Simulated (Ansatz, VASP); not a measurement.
**One calculation of Re, two programs**

```xyz
2
Lattice="2.7379 0.0000 0.0000 -1.3690 2.3711 0.0000 0.0000 0.0000 4.4842" Properties=species:S:1:pos:R:3 pbc="T T T"
Re    0.0000    1.5807    0.9267
Re    1.3690    0.7904    3.5576
```

Change from the starting cell: mode 4 frozen in at -0.194 Å, equal normal strain along x and y -0.0133.

Alike in both runs: task single point; functional PBE; k mesh 18 × 18 × 10; occupations gaussian, width 0.15 eV; no spin polarisation.

|  | VASP | Ansatz |
| --- | --- | --- |
| version | VASP 6.6.1 | Ansatz 0.2.0 |
| potentials or method | VASP PAW PBE potentials, release 64 (Re), cutoff 520 eV | scalar-relativistic, plane waves, PAW |
| valence electrons in the cell | 14 | 30 |

```csv
,VASP,Ansatz,Ansatz less VASP
gap on the k mesh at the Fermi level (eV),none,none,-
pressure (GPa),38.0,38.3,+0.27
"traceless stress, the component that is largest in VASP (GPa)",8.13,8.94,+0.812
rms of the force components (eV/Å),3.588,3.685,+0.0976
```

Atom by atom the forces differ by 0.098 eV/Å (rms over components). A gap of «none» marks a metal or a gap that the smearing closes. Both programs put the cell under a high pressure, so it lies far from rest at this level. With one functional, cell and mesh, what is left measures potentials, basis and numerics. VASP's potentials hold 14 valence electrons a cell and Ansatz's 30, so a difference there can come from the potentials and not from the codes.

Neither program's run includes spin-orbit coupling.
